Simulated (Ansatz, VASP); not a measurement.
## One calculation of SrTiO3, two programs

Contents of INCAR:

```
SYSTEM = SrTiO3
PREC     = Accurate       ! precision mode
ENCUT    = 520            ! plane-wave cutoff, eV
EDIFF    = 1E-8           ! SCF threshold, eV
ISMEAR   = -1             ! smearing method
SIGMA    = 0.05           ! smearing width, eV
LREAL    = .False.        ! projectors in reciprocal space
LASPH    = .True.         ! aspherical terms in the spheres
NELM     = 80             ! most SCF steps
ALGO     = Normal         ! electronic algorithm
ISIF     = 2              ! what is computed and relaxed
LWAVE    = .False.        ! write WAVECAR
LCHARG   = .False.        ! write CHGCAR
GGA      = PE             ! functional
LEFG     = .True.       
NBANDS   = 28             ! bands
```

KPOINTS

```
Automatic mesh
0
Gamma
  7 7 7
  0 0 0
```

File POSCAR:

```
SrTiO3
1.0
    3.9050000000     -0.0585750000     -0.0585750000
   -0.0585750000      3.9050000000     -0.0585750000
   -0.0585750000     -0.0585750000      3.9050000000
Sr Ti O
1 1 3
Direct
    0.0000000000      0.0000000000      0.0000000000
    0.5000000000      0.5000000000      0.5000000000
    0.0000000000      0.5000000000      0.5000000000
    0.5000000000      0.0000000000      0.5000000000
    0.5000000000      0.5000000000      0.0000000000
```

Input for Ansatz:

```yaml
crystal:
  lattice:
    - [3.905, -0.058575, -0.058575]
    - [-0.058575, 3.905, -0.058575]
    - [-0.058575, -0.058575, 3.905]
  atoms:
    - { symbol: Sr, position: [0.0, 0.0, 0.0] }
    - { symbol: Ti, position: [0.5, 0.5, 0.5] }
    - { symbol: O, position: [0.0, 0.5, 0.5] }
    - { symbol: O, position: [0.5, 0.0, 0.5] }
    - { symbol: O, position: [0.5, 0.5, 0.0] }
kpoints:
  mp_grid: { grid: [7, 7, 7] }
scf:
  occupations: { method: fermi_dirac, width: 0.05 }
hamiltonian:
  xc: pbe
  pseudopotentials: { kind: all_electron, datasets: crystal }
output:
  forces: true
  stress: true
  eigenvalues: true
  efg: { contact_densities: true }
```

Change from the starting cell: equal xy, yz and zx shear strains of -3 %, crystal datasets.

Alike in both runs: task electric field gradients; functional PBE; k mesh 7 × 7 × 7; occupations fermi-dirac, width 0.05 eV; no spin polarisation.

```csv
,VASP,Ansatz
version,VASP 6.6.1,Ansatz 0.2.0
potentials or method,"VASP PAW PBE potentials, release 64 (Sr_sv, Ti_sv, O), cutoff 520 eV","all-electron PAW with datasets made for the crystal, scalar-relativistic"
```

VASP gave:

| Item | Value |
| --- | --- |
| pressure (GPa) | 5.2 |
| traceless stress, the component that is largest in VASP (GPa) | 3.50 |
| size of Vzz on the site where it differs most (V/Å²) | 12.0 |

Question: What did Ansatz give for the same quantities?

Answer: Pressure (GPa): 4.5; traceless stress, the component that is largest in VASP (GPa): 3.48; size of Vzz on the site where it differs most (V/Å²): 12.9.

Ansatz ran all-electron here, and VASP with PAW potentials.
